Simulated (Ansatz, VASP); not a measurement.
# H in VASP and in Ansatz

```
CELL_PARAMETERS angstrom
10.00000 0.00000 0.00000
0.00000 10.30000 0.00000
0.00000 0.00000 10.60000
ATOMIC_POSITIONS crystal
H 0.50000 0.48544 0.43673
H 0.50000 0.48544 0.50666
```

Alike in both runs: functional r2SCAN; k mesh 1 × 1 × 1; occupations gaussian, width 0.01 eV; no spin polarisation.

Ansatz relaxed the structure, and its values are those at the end. VASP's run is a single point on that final structure, the one shown.

|  | VASP | Ansatz |
| --- | --- | --- |
| version | VASP 6.6.1 | Ansatz 0.2.0 |
| potentials or method | VASP PAW PBE potentials, release 64 (H) | scalar-relativistic, plane waves, PAW |
| plane-wave cutoff (eV) | 520 | 500 |
| valence electrons in the cell | 2 | 2 |

```tsv
	VASP	Ansatz	Ansatz less VASP
gap on the k mesh at the Fermi level (eV)	10.98	10.98	-0.005
rms of the force components (eV/Å)	0.003	0.001	-0.0023
```

VASP's potentials were made for PBE, not for r2SCAN. Ansatz's warnings: xc potential rough in thin density.
